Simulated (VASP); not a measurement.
Al, 1 atom in the cell. It takes space group Fm-3m (No. 225, cubic). The conventional cell has a = 3.985 Å, b = 3.985 Å, c = 3.985 Å, α = 90.00°, β = 90.00°, γ = 90.00°. Al (site symmetry m-3m) has 12 Al at 2.82 Å within 3.7 Å. 

| Item | Value |
| --- | --- |
| Program | VASP 6.6.1 |
| Task | single point |
| Functional | LDA |
| Potentials or basis | VASP PAW LDA potentials, release 64 (Al) |
| Cutoff | 520 eV |
| k mesh | 18 × 18 × 18 |
| Occupations | fermi-dirac, width 0.15 eV |
| Spin | no spin polarisation |
| Dipole correction | no |
| Further INCAR settings | ALGO = Fast; EDIFF = 1e-07; NBANDS = 8 |

Potentials or basis: VASP PAW LDA potentials, release 64 (Al).

Launch:

```bash
$ cat potpaw_LDA.64/Al/POTCAR > POTCAR
$ mpirun -np 1 vasp_std > vasp.out
```

Hardware: 1 thread of Intel Xeon 8259CL, on a shared host.

Question: How long does it take, and how much memory?

Answer: Wall time 32 s on 1 thread of Intel Xeon 8259CL, with other jobs on the host, peak memory 0.14 GiB. Counts: scf iterations 11, k points 195.
